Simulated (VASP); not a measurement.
# HC24 in VASP: a series of runs

The runs below take HC24 through single point, with PBE+D3(BJ).

Program: VASP 6.6.1. These are calculated values, not measurements. Logs are shortened: lines on timing, memory, paths and dates and some standing lists are left out, and cuts for length are marked.

## 1. The cell of the first run

The cell holds a slab with vacuum, 50 atoms: a = 7.392 Å, b = 15.364 Å, c = 22.000 Å, α = 90.00°, β = 90.00°, γ = 90.00°.

## 2. Single point, PBE+D3(BJ)

File INCAR:

```
PREC = Accurate
ENCUT = 520
EDIFF = 1E-7
ISMEAR = 0
SIGMA = 0.05
LREAL = Auto
LASPH = T
NELM = 80
ALGO = Normal
ISIF = 2
LWAVE = F
LCHARG = T
GGA = PE
IVDW = 12
LELF = T
LVHAR = T
NBANDS = 128
LUSENCCL = F
```

File KPOINTS:

```
regular mesh
0
Gamma
  4 2 1
```

File POSCAR:

```
HC24
1.0
    7.3920000000      0.0000000000      0.0000000000
    0.0000000000     15.3639834835      0.0000000000
    0.0000000000      0.0000000000     22.0000000000
C H
48 2
Direct
    0.0000000000      0.0000000000      0.4545454545
    0.1656974604      0.0382185316      0.4727603884
    0.1637635892      0.1149372049      0.5088387196
    0.0003054356      0.1531657480      0.5251414251
   -0.0041457143      0.2349766319      0.5633931015
    0.1697767740      0.2903945377      0.5633623075
    0.1653186847      0.3721318883      0.5250398517
    0.0018616348      0.4103372438      0.5087179870
   -0.0000668657      0.4870173096      0.4725989630
    0.1656289157      0.5252289556      0.4543703398
    0.1656209095      0.6063201291      0.4232066838
   -0.0002385419      0.6489838170      0.4114857210
   -0.0003734199      0.7396139596      0.3987550550
    0.1660038719      0.7856837013      0.3987755749
    0.1658682783      0.8762959503      0.4115820418
    0.0000083548      0.9189512015      0.4233266211
    0.3329519391     -0.0007531551      0.4554903888
    0.5000683798      0.0367007469      0.4740842718
    0.5006312768      0.1129607091      0.5106054867
    0.3334673327      0.1547581265      0.5260724092
    0.3359906640      0.2391406532      0.5480526414
    0.5004192734      0.2855552472      0.5462208926
    0.4995365883      0.3738708855      0.5271834758
    0.3306288874      0.4116400780      0.5091223194
    0.3318711538      0.4874565957      0.4727176807
    0.4995930576      0.5260772209      0.4554681801
    0.4995127858      0.6064711722      0.4238022272
    0.3326486817      0.6492622387      0.4116738607
    0.3326992581      0.7395112545      0.3989920726
    0.4998000660      0.7856579570      0.3989732855
    0.4997368335      0.8762129078      0.4119639415
    0.3330226888      0.9191225805      0.4239824401
    0.6660379845     -0.0008414209      0.4556257713
    0.8337552938      0.0377743472      0.4728840105
    0.8349970463      0.1136222217      0.5092599506
    0.6660870958      0.1514230324      0.5272958354
    0.6652125383      0.2397885202      0.5462455405
    0.8296465346      0.2862064813      0.5480311338
    0.8321630596      0.3705403904      0.5259771886
    0.6650004017      0.4123026963      0.5104692079
    0.6655631524      0.4885389285      0.4739265150
    0.8326771211      0.5259842856      0.4553256756
    0.8326065376      0.6061320933      0.4238503326
    0.6658928942      0.6490632403      0.4118683677
    0.6658301758      0.7396377569      0.3989527439
    0.8329306622      0.7857858487      0.3990149552
    0.8329819976      0.8760207866      0.4117664255
    0.6661177013      0.9187868715      0.4239304576
   -0.0225894029      0.2119599544      0.6106874619
    0.1882242325      0.3135164766      0.6106319769
```

Potentials or basis: VASP PAW PBE potentials, release 64 (C, H).

On the command line:

```bash
$ cat potpaw_PBE.64/C/POTCAR potpaw_PBE.64/H/POTCAR > POTCAR
$ mpirun -np 1 vasp_std > vasp.out
```

OUTCAR:

```text
PREC = Accurate
   ENCUT = 520
   EDIFF = 1E-7
   ISMEAR = 0
   LREAL = Auto
   LASPH = T
   NELM = 80
   ISIF = 2
   GGA = PE
   IVDW = 12
 IVDW          = 12

 ion  position               nearest neighbor table
   1  0.000  0.000  0.455-   2 1.42  34 1.42  16 1.42
   2  0.166  0.038  0.473-   1 1.42   3 1.42  17 1.43
   3  0.164  0.115  0.509-   4 1.39   2 1.42  20 1.45
   4  0.000  0.153  0.525-   3 1.39  35 1.41   5 1.51
   5  0.996  0.235  0.563-  49 1.11  38 1.50   4 1.51   6 1.54
   6  0.170  0.290  0.563-  50 1.11  21 1.50   7 1.51   5 1.54
   7  0.165  0.372  0.525-   8 1.39  24 1.41   6 1.51
   8  0.002  0.410  0.509-   7 1.39   9 1.42  39 1.45
   9  1.000  0.487  0.473-  10 1.42   8 1.42  42 1.43
  10  0.166  0.525  0.454-   9 1.42  25 1.42  11 1.42
  11  0.166  0.606  0.423-  12 1.41  10 1.42  28 1.42
  12  1.000  0.649  0.411-  11 1.41  13 1.42  43 1.43
[... 34 lines left out ...]
  47  0.833  0.876  0.412-  46 1.41  16 1.42  48 1.42
  48  0.666  0.919  0.424-  31 1.42  33 1.42  47 1.42
  49  0.977  0.212  0.611-   5 1.11
  50  0.188  0.314  0.611-   6 1.11

  LATTYP: Found a simple orthorhombic cell.
 ALAT       =     7.3920000000
 B/A-ratio  =     2.0784609691
 C/A-ratio  =     2.9761904762

  Lattice vectors:

 A1 = (   7.3920000000,   0.0000000000,   0.0000000000)
 A2 = (   0.0000000000,  15.3639834835,   0.0000000000)
 A3 = (   0.0000000000,   0.0000000000,  22.0000000000)

Analysis of symmetry for initial positions (statically):
=====================================================================
 Subroutine PRICEL returns:
 Original cell was already a primitive cell.

 Routine SETGRP: Setting up the symmetry group for a
 simple orthorhombic supercell.

 Subroutine GETGRP returns: Found  1 space group operations
 (whereof  1 operations were pure point group operations)
 out of a pool of  8 trial point group operations.

The static configuration has the point symmetry C_1 .

Analysis of symmetry for dynamics (positions and initial velocities):
=====================================================================
 Subroutine PRICEL returns:
 Original cell was already a primitive cell.

 Routine SETGRP: Setting up the symmetry group for a
 simple orthorhombic supercell.

 Subroutine GETGRP returns: Found  1 space group operations
 (whereof  1 operations were pure point group operations)
 out of a pool of  8 trial point group operations.

The dynamic configuration has the point symmetry C_1 .

 Subroutine INISYM returns: Found  1 space group operations
 (whereof  1 operations are pure point group operations),
 and found     1 'primitive' translations

----------------------------------------------------------------------------------------

                                     Primitive cell

  volume of cell :    2498.5525

  direct lattice vectors                    reciprocal lattice vectors
     7.392000000  0.000000000  0.000000000     0.135281385  0.000000000  0.000000000
     0.000000000 15.363983484  0.000000000     0.000000000  0.065087287  0.000000000
     0.000000000  0.000000000 22.000000000     0.000000000  0.000000000  0.045454545

  length of vectors
     7.392000000 15.363983484 22.000000000     0.135281385  0.065087287  0.045454545

  position of ions in fractional coordinates (direct lattice)
     0.000000000  0.000000000  0.454545454
     0.165697460  0.038218532  0.472760388
     0.163763589  0.114937205  0.508838720
     0.000305436  0.153165748  0.525141425
     0.995854286  0.234976632  0.563393101
     0.169776774  0.290394538  0.563362308
[... 42 lines left out ...]
     0.977410597  0.211959954  0.610687462
     0.188224232  0.313516477  0.610631977

  ion indices of the primitive-cell ions
   primitive index   ion index
                 1           1
                 2           2
                 3           3
                 4           4
                 5           5
                 6           6
[... 42 lines left out ...]
                49          49
                50          50

[... 55 lines left out ...]
 fundamental gap:      0.1914399003
 Fermi energy:        -2.5063361235

 k-point     1 :       0.0000    0.0000    0.0000
  band No.  band energies     occupation
      1     -22.2142      2.00000
      2     -21.8604      2.00000
      3     -21.8012      2.00000
      4     -20.7184      2.00000
      5     -20.6836      2.00000
      6     -20.2630      2.00000
[... 101 lines left out ...]
    108       0.9285      0.00000
    109       1.0035      0.00000

 k-point     2 :       0.2500    0.0000    0.0000
  band No.  band energies     occupation
      1     -22.0915      2.00000
      2     -21.7397      2.00000
      3     -21.6787      2.00000
      4     -21.1061      2.00000
      5     -20.7610      2.00000
      6     -20.7047      2.00000
[... 101 lines left out ...]
    108       0.8324      0.00000
    109       1.0491      0.00000

 k-point     3 :       0.5000    0.0000    0.0000
  band No.  band energies     occupation
      1     -21.7559      2.00000
      2     -21.6940      2.00000
      3     -21.4161      2.00000
      4     -21.3167      2.00000
      5     -21.3113      2.00000
      6     -21.3024      2.00000
[... 101 lines left out ...]
    108       0.6134      0.00000
    109       0.7708      0.00000

 k-point     4 :       0.0000    0.5000    0.0000
  band No.  band energies     occupation
      1     -22.1188      2.00000
      2     -22.1185      2.00000
      3     -21.3710      2.00000
      4     -21.3399      2.00000
      5     -20.1907      2.00000
      6     -20.1750      2.00000
[... 101 lines left out ...]
    108       0.7407      0.00000
    109       0.9870      0.00000

 k-point     5 :       0.2500    0.5000    0.0000
  band No.  band energies     occupation
      1     -21.9970      2.00000
      2     -21.9955      2.00000
      3     -21.2569      2.00000
      4     -21.2185      2.00000
      5     -21.0165      2.00000
      6     -20.9959      2.00000
[... 101 lines left out ...]
    108       0.7467      0.00000
    109       0.9100      0.00000

 k-point     6 :       0.5000    0.5000    0.0000
  band No.  band energies     occupation
      1     -21.6881      2.00000
      2     -21.6278      2.00000
      3     -21.6264      2.00000
      4     -21.5632      2.00000
      5     -20.9160      2.00000
      6     -20.8562      2.00000
[... 101 lines left out ...]
    108       0.0746      0.00000
    109       1.0208      0.00000
 [bands above 109 left out]

------------------------ aborting loop because EDIFF is reached ----------------------------------------

 Edisp (eV)   -4.38642

 E8    (eV) :    -1.3607

  FORCE on cell =-STRESS in cart. coord.  units (eV):
  Direction    XX          YY          ZZ          XY          YZ          ZX
  --------------------------------------------------------------------------------------
  -------------------------------------------------------------------------------------
  Total       9.95719    18.78067     0.08121     0.51805    -0.01319     0.00031
  in kB       6.38497    12.04296     0.05208     0.33220    -0.00846     0.00020
  external pressure =        6.16 kB  Pullay stress =        0.00 kB

 VOLUME and BASIS-vectors are now :
 -----------------------------------------------------------------------------
  energy-cutoff  :      520.00
  volume of cell :     2498.55
      direct lattice vectors                 reciprocal lattice vectors
     7.392000000  0.000000000  0.000000000     0.135281385  0.000000000  0.000000000
     0.000000000 15.363983484  0.000000000     0.000000000  0.065087287  0.000000000
     0.000000000  0.000000000 22.000000000     0.000000000  0.000000000  0.045454545

 POSITION                                       TOTAL-FORCE (eV/Angst)
 -----------------------------------------------------------------------------------
      0.00000      0.00000     10.00000        -0.000509     -0.002358     -0.011086
      1.22484      0.58719     10.40073         0.021678      0.000800      0.003337
      1.21054      1.76589     11.19445         0.012699      0.003010      0.001627
      0.00226      2.35324     11.55311         0.004638      0.011762      0.006612
      7.36135      3.61018     12.39465         0.007234     -0.013633      0.013180
      1.25499      4.46162     12.39397        -0.007039      0.005657      0.016498
[... 42 lines left out ...]
      7.22502      3.25655     13.43512        -0.003441     -0.001245      0.008100
      1.39135      4.81686     13.43390         0.004715      0.000641      0.008426
 -----------------------------------------------------------------------------------
    total drift:                               -0.033236     -0.004798      0.031690

  FREE ENERGIE OF THE ION-ELECTRON SYSTEM (eV)
  ---------------------------------------------------
  free  energy   TOTEN  =      -450.6664275376 eV

  energy  without entropy=     -450.6662469537  energy(sigma->0) =     -450.66633725
```

Wall time 3.6 min (1 × NVIDIA H100 80GB with 1 thread of AMD EPYC 7R13 (Zen 3), shared host); peak memory 3 GiB.

Results:

- Free energy: -450.6664 eV
- Largest force: 0.024 eV/Å
- Band gap on the k mesh: 0.19 eV
- Dispersion energy per atom: -0.088 eV

Forces in eV/Å, atoms in the order of the input:
```
C   -0.001 -0.002 -0.011
C    0.022  0.001  0.003
C    0.013  0.003  0.002
C    0.005  0.012  0.007
C    0.007 -0.014  0.013
C   -0.007  0.006  0.016
C    0.000 -0.010  0.006
C    0.005  0.001 -0.003
C   -0.003 -0.005  0.003
C   -0.003  0.009 -0.013
C    0.004 -0.003 -0.002
C   -0.002 -0.003 -0.006
C   -0.002  0.016 -0.007
C    0.002 -0.004 -0.011
C   -0.001 -0.001 -0.005
C    0.000 -0.002 -0.005
C   -0.002 -0.001 -0.004
C   -0.002 -0.005 -0.006
C   -0.003 -0.001  0.002
C   -0.016 -0.014  0.010
C   -0.013  0.006  0.011
C    0.004 -0.006  0.013
C   -0.003  0.015  0.008
C    0.002  0.018  0.001
C   -0.014 -0.003  0.002
C   -0.005 -0.001 -0.001
C   -0.002  0.003 -0.006
C    0.000 -0.004 -0.003
C   -0.002  0.010 -0.010
C   -0.003 -0.019 -0.007
C    0.002 -0.005 -0.006
C   -0.005  0.002  0.000
C   -0.001 -0.003 -0.001
C   -0.021  0.003 -0.005
C   -0.014 -0.003  0.002
C    0.007 -0.009  0.009
C    0.007 -0.004  0.008
C    0.013 -0.009  0.011
C   -0.006  0.019  0.014
C    0.012  0.006 -0.004
C    0.015  0.000 -0.007
C    0.004  0.003  0.000
C    0.001  0.002  0.002
C    0.000  0.000 -0.010
C    0.004  0.007 -0.007
C    0.001 -0.006 -0.010
C   -0.001  0.002 -0.004
C    0.002 -0.001 -0.008
H   -0.003 -0.001  0.008
H    0.005  0.001  0.008
```

Caveat: there is no dipole correction, which matters where the two faces differ.

## 3. Single point, PBE+D3(BJ)

File INCAR:

```
SYSTEM = HC24
PREC     = Accurate       ! precision mode
ENCUT    = 520            ! plane-wave cutoff, eV
EDIFF    = 1E-7           ! SCF threshold, eV
ISMEAR   = 0              ! smearing method
SIGMA    = 0.05           ! smearing width, eV
LREAL    = Auto         
LASPH    = .TRUE.         ! aspherical terms in the spheres
NELM     = 60             ! most SCF steps
ALGO     = Normal         ! electronic algorithm
ISIF     = 2              ! what is computed and relaxed
LWAVE    = .FALSE.        ! write WAVECAR
LCHARG   = .TRUE.         ! write CHGCAR
GGA      = PE             ! functional
IVDW     = 12             ! dispersion correction
LELF     = .TRUE.         ! ELF
LVHAR    = .TRUE.       
NBANDS   = 128            ! bands
LUSENCCL = .FALSE.
```

File KPOINTS:

```
Automatic mesh
0
G
  4 2 1
  0 0 0
```

File POSCAR:

```
HC24
1.0
    7.3920000000      0.0000000000      0.0000000000
    0.0000000000     15.3639834835      0.0000000000
    0.0000000000      0.0000000000     22.0000000000
C H
48 2
Direct
    0.0000000000      0.0000000000      0.4545454545
    0.1656975108      0.0382185389      0.4727604091
    0.1637635281      0.1149371842      0.5088387273
    0.0003054654      0.1531657465      0.5251414091
   -0.0041456981      0.2349766259      0.5633930909
    0.1697767857      0.2903945455      0.5633623182
    0.1653187229      0.3721318762      0.5250398636
    0.0018616071      0.4103372675      0.5087180000
   -0.0000668290      0.4870173161      0.4725989545
    0.1656289232      0.5252289557      0.4543703182
    0.1656209416      0.6063200999      0.4232066818
   -0.0002385011      0.6489838401      0.4114857273
   -0.0003733766      0.7396139818      0.3987550455
    0.1660039232      0.7856836746      0.3987755909
    0.1658682359      0.8762959824      0.4115820455
    0.0000083874      0.9189511962      0.4233266364
    0.3329519751     -0.0007531250      0.4554904091
    0.5000683171      0.0367007684      0.4740842727
    0.5006312229      0.1129606786      0.5106055000
    0.3334673972      0.1547581070      0.5260724091
    0.3359906656      0.2391406502      0.5480526364
    0.5004192370      0.2855552406      0.5462209091
    0.4995365260      0.3738708784      0.5271834545
    0.3306289232      0.4116400546      0.5091223182
    0.3318712121      0.4874565902      0.4727176818
    0.4995930736      0.5260772383      0.4554681818
    0.4995128517      0.6064711675      0.4238022273
    0.3326486742      0.6492622184      0.4116738636
    0.3326992695      0.7395112740      0.3989920909
    0.4998000541      0.7856579651      0.3989732727
    0.4997368777      0.8762129310      0.4119639545
    0.3330227273      0.9191225710      0.4239824545
    0.6660380141     -0.0008414484      0.4556257727
    0.8337552760      0.0377743181      0.4728840000
    0.8349970238      0.1136222258      0.5092599545
    0.6660871212      0.1514230344      0.5272958182
    0.6652125271      0.2397885291      0.5462455455
    0.8296465097      0.2862065040      0.5480311364
    0.8321630141      0.3705403619      0.5259771818
    0.6650004058      0.4123027083      0.5104692273
    0.6655631764      0.4885389266      0.4739265000
    0.8326770833      0.5259842936      0.4553256818
    0.8326066017      0.6061320627      0.4238503182
    0.6658928571      0.6490632466      0.4118683636
    0.6658302219      0.7396377386      0.3989527273
    0.8329306006      0.7857858617      0.3990149545
    0.8329820076      0.8760207933      0.4117664091
    0.6661176948      0.9187868508      0.4239304545
   -0.0225894210      0.2119599389      0.6106874545
    0.1882242965      0.3135164787      0.6106319545
```

Potentials or basis: VASP PAW PBE potentials, release 64 (C, H).

On the command line:

```bash
$ cat potpaw_PBE.64/C/POTCAR potpaw_PBE.64/H/POTCAR > POTCAR
$ mpirun -np 1 vasp_std > vasp.out
```

Wall time 3.9 min (1 × NVIDIA H100 80GB with 1 thread of AMD EPYC 7R13 (Zen 3), shared host); peak memory 3 GiB.

The run converged. Its results:

```yaml
Free_energy: -450.6664 eV
Largest_force: 0.024 eV/Å
Band_gap_on_the_k_mesh: 0.19 eV
Dispersion_energy_per_atom: -0.088 eV
```

Forces in eV/Å, atoms in the order of the input:
```
C    0.000 -0.002 -0.011
C    0.022  0.001  0.003
C    0.013  0.003  0.002
C    0.005  0.012  0.007
C    0.007 -0.014  0.013
C   -0.007  0.006  0.016
C    0.000 -0.010  0.006
C    0.005  0.001 -0.003
C   -0.003 -0.005  0.003
C   -0.003  0.009 -0.013
C    0.004 -0.003 -0.002
C   -0.002 -0.003 -0.006
C   -0.002  0.016 -0.007
C    0.002 -0.004 -0.011
C   -0.001 -0.001 -0.005
C    0.000 -0.002 -0.005
C   -0.002 -0.001 -0.004
C   -0.002 -0.005 -0.006
C   -0.003 -0.001  0.002
C   -0.016 -0.014  0.010
C   -0.013  0.006  0.011
C    0.004 -0.006  0.013
C   -0.003  0.015  0.008
C    0.002  0.018  0.001
C   -0.014 -0.003  0.002
C   -0.005 -0.001 -0.001
C   -0.002  0.003 -0.006
C    0.000 -0.004 -0.003
C   -0.002  0.010 -0.010
C   -0.003 -0.019 -0.007
C    0.002 -0.005 -0.006
C   -0.005  0.002  0.000
C   -0.001 -0.003 -0.001
C   -0.021  0.003 -0.005
C   -0.014 -0.003  0.002
C    0.007 -0.009  0.009
C    0.007 -0.004  0.008
C    0.013 -0.009  0.011
C   -0.006  0.019  0.014
C    0.012  0.006 -0.004
C    0.015  0.000 -0.007
C    0.004  0.003  0.000
C    0.001  0.002  0.002
C    0.000  0.000 -0.010
C    0.004  0.007 -0.007
C    0.001 -0.006 -0.010
C   -0.001  0.002 -0.004
C    0.002 -0.001 -0.008
H   -0.003 -0.001  0.008
H    0.005  0.001  0.008
```

Levels at points of the mesh, in eV from the valence-band top:
```tsv
k point	band 94	band 95	band 96	band 97	band 98	band 99	band 100	band 101
(0.00, 0.00, 0.00)	-1.89	-1.43	-0.49	0.00	0.19	0.52	1.41	1.72
(0.50, 0.00, 0.00)	-2.40	-1.77	-1.63	-1.16	0.89	1.52	1.64	1.84
(0.00, 0.50, 0.00)	-1.42	-0.93	-0.87	-0.45	0.46	1.00	1.10	1.39
(0.50, 0.50, 0.00)	-2.18	-2.15	-2.06	-1.15	0.87	1.79	1.80	1.96
```

Caveat: there is no dipole correction, which matters where the two faces differ.
